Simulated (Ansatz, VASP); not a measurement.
**Two plane-wave programs on ZnO**

Contents of INCAR:

```
PREC = Accurate
ENCUT = 910
EDIFF = 1E-6
ISMEAR = 0
SIGMA = 0.05
LREAL = False
LASPH = True
NELM = 120
ALGO = Normal
ISIF = 2
LWAVE = False
LCHARG = False
GGA = PS
NBANDS = 26
GGA_COMPAT = False
```

Contents of KPOINTS:

```
Automatic mesh
0
Gamma
  9 9 6
```

POSCAR

```
ZnO
1.0
    3.1681637558      0.0000000000      0.0000000000
   -1.5840818779      2.7437102959      0.0000000000
    0.0000000000      0.0000000000      4.9436100000
Zn O
2 2
Direct
    0.3333333333      0.6666666667      0.0000000000
    0.6666666667      0.3333333333      0.5000000000
    0.3333333333      0.6666666667      0.3821000000
    0.6666666667      0.3333333333      0.8821000000
```

Input for Ansatz:

```yaml
crystal:
  lattice:
    - [3.1681637558, 0.0, 0.0]
    - [-1.5840818779, 2.7437102959, 0.0]
    - [0.0, 0.0, 4.94361]
  atoms:
    - { symbol: Zn, position: [0.3333333333, 0.6666666667, 0.0] }
    - { symbol: Zn, position: [0.6666666667, 0.3333333333, 0.5] }
    - { symbol: O, position: [0.3333333333, 0.6666666667, 0.3821] }
    - { symbol: O, position: [0.6666666667, 0.3333333333, 0.8821] }
basis:
  ecutwfc: 420
kpoints:
  mp_grid: { grid: [9, 9, 6] }
hamiltonian:
  xc: pbesol
scf:
  occupations: { method: gaussian, width: 0.05 }
output:
  forces: true
  stress: true
  eigenvalues: true
```

Change from the starting cell: strain -0.025 along x and y, -0.050 along z, atoms carried along.

Alike in both runs: task single point; functional PBEsol; k mesh 9 × 9 × 6; occupations gaussian, width 0.05 eV; no spin polarisation.

|  | VASP | Ansatz |
| --- | --- | --- |
| version | VASP 6.6.1 | Ansatz 0.2.0 |
| potentials or method | VASP PAW PBE potentials, release 64 (Zn, O_h), cutoff 910 eV | scalar-relativistic, plane waves, PAW |
| valence electrons in the cell | 36 | 36 |

Ansatz gave:

* gap on the k mesh at the Fermi level (eV): 0.88
* least direct gap on the mesh (eV): 0.88
* rms of the force components (eV/Å): 0.203

**Question.** Which values does VASP return?

**Answer.** gap on the k mesh at the Fermi level (eV): 0.87; least direct gap on the mesh (eV): 0.87; rms of the force components (eV/Å): 0.211.

VASP's potentials were made for PBE, not for PBEsol. Atom by atom the forces differ by 0.009 eV/Å (rms over components).

Noted on VASP's run: the cutoff is short for stress, so the pressure is rough.
